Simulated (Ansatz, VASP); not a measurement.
# One calculation of Al3CoNi2, two programs

```xyz
12
Lattice="0.0000 -2.8524 0.0000 -5.7048 0.0000 0.0000 0.0000 0.0000 -8.8099" Properties=species:S:1:pos:R:3 pbc="T T T"
Al   -4.2786   -1.4262   -8.8099
Al   -1.4262   -1.4262   -8.8099
Al   -4.2786   -1.4262   -5.8476
Al   -1.4262   -1.4262   -5.8476
Al   -4.2786   -1.4262   -2.9624
Al   -1.4262   -1.4262   -2.9624
Co   -2.8524   -2.8524   -4.4050
Co    0.0000    0.0000   -4.4050
Ni   -5.7048   -2.8524   -1.4871
Ni   -2.8524   -2.8524   -1.4871
Ni   -5.7048    0.0000   -7.3228
Ni   -2.8524   -2.8524   -7.3228
```

Alike in both runs: task single point; functional PBE; k mesh 8 × 4 × 4; occupations gaussian, width 0.2 eV; no spin polarisation.

|  | VASP | Ansatz |
| --- | --- | --- |
| version | VASP 6.6.1 | Ansatz 0.2.0 |
| potentials or method | VASP PAW PBE potentials, release 64 (Al, Co, Ni), cutoff 520 eV | scalar-relativistic, plane waves, PAW |
| valence electrons in the cell | 76 | 124 |

```csv
,VASP,Ansatz,Ansatz less VASP
gap on the k mesh at the Fermi level (eV),none,none,-
pressure (GPa),0.1,0.1,0.00
"traceless stress, the component that is largest in VASP (GPa)",-0.34,-0.29,+0.049
rms of the force components (eV/Å),0.014,0.012,-0.0017
```

Atom by atom the forces differ by 0.002 eV/Å (rms over components). A gap of «none» marks a metal or a gap that the smearing closes. The functional is the same, so the differences come from potentials, cutoffs and numerics. VASP's potentials hold 76 valence electrons a cell and Ansatz's 124, so a difference there can come from the potentials and not from the codes.
